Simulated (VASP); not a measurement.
# Fe (Im-3m) in VASP: notebook

Fe is run at these levels: PBE, r2SCAN; tasks: single point.

Program: VASP 6.6.1. These are calculated values, not measurements. Logs are shortened: lines on timing, memory, paths and dates and some standing lists are left out, and cuts for length are marked.

## (1) The cell of the first run

It takes space group Im-3m (No. 229, cubic). Conventional cell: a = 2.810 Å, b = 2.810 Å, c = 2.810 Å, α = 90.00°, β = 90.00°, γ = 90.00°. Fe (site symmetry m-3m) has 14 Fe at 2.43 to 2.81 Å within 3.2 Å.

## (2) Single point, PBE, collinear spin, ferromagnetic start (11.10 Å³/atom)

Contents of INCAR:

```
PREC = Accurate
ENCUT = 520
EDIFF = 1E-6
ISMEAR = 0
SIGMA = 0.05
LREAL = F
LASPH = T
NELM = 150
ALGO = Normal
ISIF = 2
LWAVE = F
LCHARG = F
ISPIN = 2
MAGMOM = 2.44
LORBIT = 11
LMAXMIX = 4
GGA = PE
NBANDS = 14
```

Contents of KPOINTS:

```
Automatic mesh
0
Gamma
  10 10 10
```

Contents of POSCAR:

```
Fe
1.0
   -1.4050600115      1.4050600115      1.4050600115
    1.4050600115     -1.4050600115      1.4050600115
    1.4050600115      1.4050600115     -1.4050600115
Fe
1
Direct
    0.0000000000      0.0000000000      0.0000000000
```

Potentials or basis: VASP PAW PBE potentials, release 64 (Fe).

On the command line:

```console
> cat potpaw_PBE.64/Fe/POTCAR > POTCAR
> mpirun -np 1 vasp_std > vasp.out
```

OUTCAR:

```text
PREC = Accurate
   ENCUT = 520
   EDIFF = 1E-6
   ISMEAR = 0
   LREAL = F
   LASPH = T
   NELM = 150
   ISIF = 2
   ISPIN = 2
   LORBIT = 11
   GGA = PE

 ion  position               nearest neighbor table
   1  0.000  0.000  0.000-

  LATTYP: Found a body centered cubic cell.
 ALAT       =     2.8101200230

  Lattice vectors:

 A1 = (  -1.4050600115,   1.4050600115,   1.4050600115)
 A2 = (   1.4050600115,  -1.4050600115,   1.4050600115)
 A3 = (   1.4050600115,   1.4050600115,  -1.4050600115)

Analysis of symmetry for initial positions (statically):
=====================================================================
 Subroutine PRICEL returns:
 Original cell was already a primitive cell.

 Routine SETGRP: Setting up the symmetry group for a
 body centered cubic supercell.

 Subroutine GETGRP returns: Found 48 space group operations
 (whereof 48 operations were pure point group operations)
 out of a pool of 48 trial point group operations.

The static configuration has the point symmetry O_h .

Analysis of symmetry for dynamics (positions and initial velocities):
=====================================================================
 Subroutine PRICEL returns:
 Original cell was already a primitive cell.

 Routine SETGRP: Setting up the symmetry group for a
 body centered cubic supercell.

 Subroutine GETGRP returns: Found 48 space group operations
 (whereof 48 operations were pure point group operations)
 out of a pool of 48 trial point group operations.

The dynamic configuration has the point symmetry O_h .

Analysis of structural, dynamic, and magnetic symmetry:
=====================================================================
 Subroutine PRICEL returns:
 Original cell was already a primitive cell.

 Routine SETGRP: Setting up the symmetry group for a
 body centered cubic supercell.

 Subroutine GETGRP returns: Found 48 space group operations
 (whereof 48 operations were pure point group operations)
 out of a pool of 48 trial point group operations.

The overall configuration has the point symmetry O_h .

 Subroutine INISYM returns: Found 48 space group operations
 (whereof 48 operations are pure point group operations),
 and found     1 'primitive' translations

----------------------------------------------------------------------------------------

                                     Primitive cell

  volume of cell :      11.0954

  direct lattice vectors                    reciprocal lattice vectors
    -1.405060012  1.405060012  1.405060012     0.000000000  0.355856686  0.355856686
     1.405060012 -1.405060012  1.405060012     0.355856686  0.000000000  0.355856686
     1.405060012  1.405060012 -1.405060012     0.355856686  0.355856686  0.000000000

  length of vectors
     2.433635328  2.433635328  2.433635328     0.503257352  0.503257352  0.503257352

  position of ions in fractional coordinates (direct lattice)
     0.000000000  0.000000000  0.000000000

  ion indices of the primitive-cell ions
   primitive index   ion index
                 1           1

----------------------------------------------------------------------------------------

 KPOINTS: Automatic mesh

Automatic generation of k-mesh.
 Grid dimensions read from file:
 generate k-points for:   10   10   10

 Generating k-lattice:

  Cartesian coordinates                     Fractional coordinates (reciprocal lattice)
     0.000000000  0.035585669  0.035585669     0.100000000  0.000000000  0.000000000
     0.035585669  0.000000000  0.035585669     0.000000000  0.100000000  0.000000000
     0.035585669  0.035585669  0.000000000     0.000000000  0.000000000  0.100000000

  Length of vectors
     0.050325735  0.050325735  0.050325735

  Shift w.r.t. Gamma in fractional coordinates (k-lattice)
     0.000000000  0.000000000  0.000000000

 Subroutine IBZKPT returns following result:
 ===========================================

 Found     47 irreducible k-points:

 Following reciprocal coordinates:
            Coordinates               Weight
  0.000000  0.000000  0.000000      1.000000
  0.100000  0.000000  0.000000     12.000000
  0.200000  0.000000  0.000000     12.000000
  0.300000  0.000000  0.000000     12.000000
  0.400000  0.000000  0.000000     12.000000
  0.500000  0.000000  0.000000      6.000000
[... 16 lines left out ...]
  0.300000  0.300000  0.100000      8.000000
 -0.300000  0.300000  0.100000     24.000000
 [... further k-points ...]
   k-points           NKPTS =     47   k-points in BZ     NKDIM =     47   number of bands    NBANDS=     14
   number of dos      NEDOS =    301   number of ions     NIONS =      1
   total plane-waves  NPLWV =   5832
   dimension x,y,z NGX =    18 NGY =   18 NGZ =   18
   dimension x,y,z NGXF=    36 NGYF=   36 NGZF=   36
   ions per type =               1
   NGX,Y,Z   is equivalent  to a cutoff of  12.30, 12.30, 12.30 a.u.
   NGXF,Y,Z  is equivalent  to a cutoff of  24.59, 24.59, 24.59 a.u.
 SYSTEM =  unknown system
   PREC   = accura    normal or accurate (medium, high low for compatibility)
   ISTART =      0    job   : 0-new  1-cont  2-samecut
   ICHARG =      2    charge: 1-file 2-atom 10-const
   ISPIN  =      2    spin polarized calculation?
   LNONCOLLINEAR =      F non collinear calculations
   LSORBIT =      F    spin-orbit coupling
   LASPH  =      T    aspherical Exc in radial PAW
   ENCUT  =  520.0 eV  38.22 Ry    6.18 a.u.   4.52  4.52  4.52*2*pi/ulx,y,z
   NELM   =    150;   NELMIN=  2; NELMDL= -5     # of ELM steps
   EDIFF  = 0.1E-05   stopping-criterion for ELM
   LREAL  =      F    real-space projection
[... 7 lines left out ...]
   TEBEG  =    0.0;   TEEND  =   0.0 temperature during run
   PSTRESS=    0.0 pullay stress
   NELECT =       8.0000    total number of electrons
   NUPDOWN=      -1.0000    fix difference up-down
   EMIN   =  10.00;   EMAX   =-10.00  energy-range for DOS
   EFERMI =   0.00;   METHOD = LEGACY
   ISMEAR =     0;   SIGMA  =   0.05  broadening in eV -4-tet -1-fermi 0-gaus
   EFERMI_NEDOS =   21; number of points for ismear=-14 and -15
   IALGO  =     38    algorithm
   IMIX   =      4    mixing-type and parameters
     AMIX     =   0.40;   BMIX     =  1.00
     AMIX_MAG =   1.60;   BMIX_MAG =  1.00
  volume/ion in A,a.u.               =      11.10        74.88
  Fermi-wavevector in a.u.,A,eV,Ry     =   1.467991  2.774100 29.320508  2.154997
  Thomas-Fermi vector in A             =   2.583542
   LORBIT       =     11    0 simple, 1 ext, 2 COOP (PROOUT), +10 PAW based schemes
   GGA     = PE    functional components
   LHFCALC =     F    Hartree Fock is set to
   AEXX    =    0.0000 exact exchange contribution
   IVDW    =     0    specifies the selected vdW correction
   LEPSILON=     F    determine dielectric tensor
   LRPA    =     F    only Hartree local field effects (RPA)
 spin polarized calculation
 Gauss-broadening in eV      SIGMA  =   0.05
  energy-cutoff  :      520.00
  volume of cell :       11.10
 maximum number of plane-waves:       321
   NGX =  9   NGY =  9   NGZ =  9

 number of electron       8.0000007 magnetization       2.1321523

 Free energy of the ion-electron system (eV)
  ---------------------------------------------------
  ext. energy  EPLUGINS =         0.00000000
  ---------------------------------------------------
  free energy    TOTEN  =        -8.24677605 eV

  energy without entropy =       -8.24492128  energy(sigma->0) =       -8.24584866

 E-fermi :   6.1023     XC(G=0): -13.2530

 val. band max:        6.0790230661   @ k =  -0.4000   0.5000   0.1000
 cond. band min:       6.1023291375   @ k =  -0.4000   0.5000   0.2000
 fundamental gap:      0.0233060714
 Fermi energy:         6.1022761472

 spin component 1

 k-point     1 :       0.0000    0.0000    0.0000
  band No.  band energies     occupation
      1      -2.4910      1.00000
      2       3.7208      1.00000
      3       3.7208      1.00000
      4       3.7208      1.00000
      5       4.9788      1.00000
      6       4.9788      1.00000
      7      31.3379      0.00000
      8      31.3379      0.00000
      9      31.3379      0.00000
     10      36.5767      0.00000
     11      36.5767      0.00000
     12      39.0096      0.00000
     13      39.0096      0.00000
     14      39.0096      0.00000

 k-point     2 :       0.1000    0.0000    0.0000
  band No.  band energies     occupation
      1      -2.0731      1.00000
      2       3.6063      1.00000
      3       3.7057      1.00000
      4       3.9486      1.00000
      5       4.8752      1.00000
      6       4.9887      1.00000
      7      28.9695      0.00000
      8      30.6773      0.00000
      9      31.0888      0.00000
     10      35.5827      0.00000
[... 362 lines left out ...]
 k-point    24 :      -0.3000    0.3000    0.1000
  band No.  band energies     occupation
      1       0.7458      1.00000
      2       3.2072      1.00000
      3       3.4527      1.00000
      4       4.6519      1.00000
      5       5.3758      1.00000
      6       5.5402      1.00000
      7      20.1253      0.00000
      8      25.9856      0.00000
      9      26.5083      0.00000
     10      32.9398      0.00000
     11      33.5387      0.00000
     12      36.3788      0.00000
     13      45.7143      0.00000
     14      45.8277      0.00000

 [... further k-points ...]

 spin component 2

 k-point     1 :       0.0000    0.0000    0.0000
  band No.  band energies     occupation
      1      -2.3437      1.00000
      2       5.5809      1.00000
      3       5.5811      1.00000
      4       5.5811      1.00000
      5       7.6886      0.00000
      6       7.6888      0.00000
      7      31.0713      0.00000
      8      31.0713      0.00000
      9      31.0713      0.00000
     10      36.7548      0.00000
     11      36.7549      0.00000
     12      39.6414      0.00000
     13      39.6414      0.00000
     14      39.6414      0.00000

 k-point     2 :       0.1000    0.0000    0.0000
  band No.  band energies     occupation
      1      -1.9230      1.00000
      2       5.4439      1.00000
      3       5.5506      1.00000
      4       5.8282      1.00000
      5       7.5480      0.00000
      6       7.6997      0.00000
      7      29.0325      0.00000
      8      30.5390      0.00000
      9      30.9585      0.00000
     10      35.9293      0.00000
[... 362 lines left out ...]
 k-point    24 :      -0.3000    0.3000    0.1000
  band No.  band energies     occupation
      1       1.1895      1.00000
      2       4.9442      1.00000
      3       5.1633      1.00000
      4       6.9164      0.00000
      5       7.3944      0.00000
      6       8.1527      0.00000
      7      20.8650      0.00000
      8      26.2116      0.00000
      9      27.0773      0.00000
     10      33.3376      0.00000
     11      33.9717      0.00000
     12      36.7650      0.00000
     13      45.9771      0.00000
     14      46.1570      0.00000

 [... further k-points ...]
[... 5 lines left out ...]
  --------------------------------------------------------------------------------------
  -------------------------------------------------------------------------------------
  Total        0.2823716      0.2823716      0.2823716     -0.0000000     -0.0000000      0.0000000
  in kB       40.7743426     40.7743426     40.7743426     -0.0000000     -0.0000000      0.0000000
  external PRESSURE =      40.7743426 kB  Pullay stress =       0.0000000 kB

 VOLUME and BASIS-vectors are now :
 -----------------------------------------------------------------------------
  energy-cutoff  :      520.00
  volume of cell :       11.10
      direct lattice vectors                 reciprocal lattice vectors
    -1.405060012  1.405060012  1.405060012     0.000000000  0.355856686  0.355856686
     1.405060012 -1.405060012  1.405060012     0.355856686  0.000000000  0.355856686
     1.405060012  1.405060012 -1.405060012     0.355856686  0.355856686  0.000000000

 POSITION                                       TOTAL-FORCE (eV/Angst)
 -----------------------------------------------------------------------------------
      0.00000      0.00000      0.00000         0.000000      0.000000     -0.000000
 -----------------------------------------------------------------------------------
    total drift:                                0.000000     -0.000000      0.000000

  FREE ENERGIE OF THE ION-ELECTRON SYSTEM (eV)
  ---------------------------------------------------
  free  energy   TOTEN  =        -8.2467760537 eV

  energy  without entropy=       -8.2449212750  energy(sigma->0) =       -8.24584866

 total charge

# of ion       s       p       d       tot
------------------------------------------
    1        0.496   0.565   6.256   7.317

 magnetization (x)

# of ion       s       p       d       tot
------------------------------------------
    1       -0.015  -0.063   2.207   2.129
```

It took 9.5 s on 1 thread of AMD EPYC 9R45 (Zen 5), shared host; peak memory 0.1 GiB.

What came out:

```yaml
Free_energy: -8.2468 eV
Pressure: 4.1 GPa
Net_moment: 2.13 μB per cell
Site_moments: Fe +2.13 μB
Valence_electrons_inside_the_program's_atomic_spheres: Fe 7.32
```

Levels at points of the mesh, in eV from the Fermi level:
Spin up:
```
           k point  band 3  band 4  band 5  band 6  band 7  band 8
(0.00, 0.00, 0.00)   -2.38   -2.38   -1.12   -1.12   25.24   25.24
(0.50, 0.00, 0.00)   -1.05   -0.93    0.40    0.49    7.55   18.55
(0.50, 0.50, 0.50)    0.12    0.12    0.12   10.08   10.08   10.08
```
Spin down:
| k point | band 1 | band 2 | band 3 | band 4 | band 5 | band 6 | band 7 |
| --- | --- | --- | --- | --- | --- | --- | --- |
| (0.00, 0.00, 0.00) | -8.45 | -0.52 | -0.52 | -0.52 | 1.59 | 1.59 | 24.97 |
| (0.50, 0.00, 0.00) | -3.83 | -1.84 | 0.58 | 1.44 | 1.85 | 2.57 | 8.88 |
| (0.50, 0.50, 0.50) | -3.24 | -3.24 | 2.26 | 2.26 | 2.26 | 10.33 | 10.33 |

Caveat: the cell stands under pressure.

## (3) Single point, PBE, collinear spin, ferromagnetic start (11.32 Å³/atom)

This run uses another cell than the first one, of 11.32 Å³/atom.

Contents of INCAR:

```
SYSTEM = Fe
PREC = Accurate
ENCUT = 520
EDIFF = 1E-6
ISMEAR = 0
SIGMA = 0.05
LREAL = .FALSE.
LASPH = .TRUE.
NELM = 150
ALGO = Normal
ISIF = 2
LWAVE = .FALSE.
LCHARG = .FALSE.
ISPIN = 2
MAGMOM = 2.4
LORBIT = 11
LMAXMIX = 4
GGA = PE
NBANDS = 14
```

Contents of KPOINTS:

```
regular mesh
0
G
  10 10 10
  0 0 0
```

Contents of POSCAR:

```
Fe
1.0
   -1.4144795494      1.4144795494      1.4144795494
    1.4144795494     -1.4144795494      1.4144795494
    1.4144795494      1.4144795494     -1.4144795494
Fe
1
Direct
    0.0000000000      0.0000000000      0.0000000000
```

Potentials or basis: VASP PAW PBE potentials, release 64 (Fe).

On the command line:

```console
> cat potpaw_PBE.64/Fe/POTCAR > POTCAR
> mpirun -np 1 vasp_std > vasp.out
```

Run time: 8.9 s. Hardware: 1 thread of AMD EPYC 9R45 (Zen 5), shared host; peak memory 0.1 GiB.

It converged, with:

```yaml
Free_energy: -8.2491 eV
Pressure: -0.6 GPa
Net_moment: 2.13 μB per cell
Site_moments: Fe +2.13 μB
Valence_electrons_inside_the_program's_atomic_spheres: Fe 7.27
```

Levels at points of the mesh, in eV from the Fermi level:
Spin up:
| k point | band 3 | band 4 | band 5 | band 6 | band 7 | band 8 |
| --- | --- | --- | --- | --- | --- | --- |
| (0.00, 0.00, 0.00) | -2.31 | -2.31 | -1.10 | -1.10 | 25.07 | 25.07 |
| (0.50, 0.00, 0.00) | -1.03 | -0.91 | 0.39 | 0.53 | 7.39 | 18.41 |
| (0.50, 0.50, 0.50) | 0.12 | 0.12 | 0.12 | 9.97 | 9.97 | 9.97 |
Spin down:
| k point | band 1 | band 2 | band 3 | band 4 | band 5 | band 6 | band 7 |
| --- | --- | --- | --- | --- | --- | --- | --- |
| (0.00, 0.00, 0.00) | -8.31 | -0.45 | -0.45 | -0.45 | 1.62 | 1.62 | 24.79 |
| (0.50, 0.00, 0.00) | -3.70 | -1.73 | 0.61 | 1.47 | 1.87 | 2.55 | 8.72 |
| (0.50, 0.50, 0.50) | -3.08 | -3.08 | 2.25 | 2.25 | 2.25 | 10.21 | 10.21 |

[end of part 1 of 2]
